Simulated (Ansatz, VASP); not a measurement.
# Two plane-wave programs on InSb

INCAR

```
SYSTEM = InSb
  PREC = Accurate
  ENCUT = 520
  EDIFF = 1E-7
  ISMEAR = 0
  SIGMA = 0.15
  LREAL = .FALSE.
  LASPH = .TRUE.
  NELM = 100
  ALGO = Normal
  ISIF = 2
  LWAVE = .FALSE.
  LCHARG = .TRUE.
  GGA = PS
  LELF = .TRUE.
  LVHAR = .TRUE.
  NBANDS = 16
```

KPOINTS

```
regular mesh
0
G
  14 14 14
  0 0 0
```

POSCAR

```
InSb
1.0
    0.0000000000      2.9198373500      3.2271886500
    2.9198373500      0.0000000000      3.2271886500
    2.9198373500      2.9198373500      0.0000000000
In Sb
1 1
Direct
    0.0000000000      0.0000000000      0.0000000000
    0.5000000000      0.5000000000      0.5000000000
```

Input for Ansatz:

```yaml
crystal:
  lattice:
    - [0.0, 2.91983735, 3.22718865]
    - [2.91983735, 0.0, 3.22718865]
    - [2.91983735, 2.91983735, 0.0]
  atoms:
    - { symbol: In, position: [0.0, 0.0, 0.0] }
    - { symbol: Sb, position: [0.5, 0.5, 0.5] }
basis:
  ecutwfc: 420
kpoints:
  mp_grid: { grid: [14, 14, 14] }
hamiltonian:
  xc: pbesol
scf:
  occupations: { method: gaussian, width: 0.15 }
output:
  forces: true
  stress: true
  eigenvalues: true
```

Change from the starting cell: strain -0.050 along x and y, +0.050 along z, atoms carried along.

Alike in both runs: task single point; functional PBEsol; k mesh 14 × 14 × 14; occupations gaussian, width 0.15 eV; no spin polarisation.

```csv
,VASP,Ansatz
version,VASP 6.6.1,Ansatz 0.2.0
potentials or method,"VASP PAW PBE potentials, release 64 (In_d, Sb), cutoff 520 eV","scalar-relativistic, plane waves, PAW"
valence electrons in the cell,18,28
```

|  | VASP | Ansatz | Ansatz less VASP |
| --- | --- | --- | --- |
| gap on the k mesh at the Fermi level (eV) | none | none | - |
| pressure (GPa) | 1.1 | 1.1 | -0.03 |
| traceless stress, the component that is largest in VASP (GPa) | -5.39 | -5.36 | +0.030 |

VASP's potentials were made for PBE, not for PBEsol. A gap of «none» marks a metal or a gap that the smearing closes. VASP's potentials hold 18 valence electrons a cell and Ansatz's 28, so a difference there can come from the potentials and not from the codes.

Spin-orbit coupling is off throughout.
